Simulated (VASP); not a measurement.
LiCl:

```xyz
4
Lattice="3.6418 0.0000 0.0000 -1.8209 3.1539 0.0000 0.0000 0.0000 5.9470" Properties=species:S:1:pos:R:3 pbc="T T T"
Li    0.0000    0.0000    0.0000
Li    0.0000    0.0000    2.9735
Cl    0.0000    2.1026    1.4868
Cl    1.8209    1.0513    4.4603
```

- Program: VASP 6.6.1
- Task: relaxation of cell and atoms
- Functional: PBE
- Potentials or basis: VASP PAW PBE potentials, release 64 (Li_sv, Cl)
- Cutoff: 600 eV
- k mesh: 9 × 9 × 6
- Occupations: gaussian, width 0.02 eV
- Spin: no spin polarisation

At the start: pressure -0.2 GPa; volume 17.08 Å³/atom.

Where does the relaxation end?

Over 5 steps the energy falls by 2.4 meV/atom and the volume is 16.98 Å³/atom (-0.6 %); space group P6_3/mmc (No. 194, to 0.05 Å).

The path:
```csv
step,energy change (eV),largest force (eV/Å),pressure (GPa),volume (Å³)
1,0.0000,0.0000,-0.17,68.31
2,-0.0053,0.0000,-0.08,68.13
3,-0.0096,0.0000,0.11,67.75
4,-0.0096,0.0000,0.10,67.76
5,-0.0097,0.0000,0.03,67.91
```

Final structure:
```xyz
4
Lattice="3.5964 0.0000 0.0000 -1.7982 3.1146 0.0000 0.0000 0.0000 6.0624" Properties=species:S:1:pos:R:3 pbc="T T T"
Li   -1.7982    3.1146    6.0624
Li    0.0000    0.0000    3.0312
Cl    0.0000    2.0764    1.5156
Cl    1.7982    1.0382    4.5468
```

Caveat: the cutoff is under 1.25 times the usual one of these potentials, so pressure, stress and relaxed cells hold a basis-set (Pulay) error.
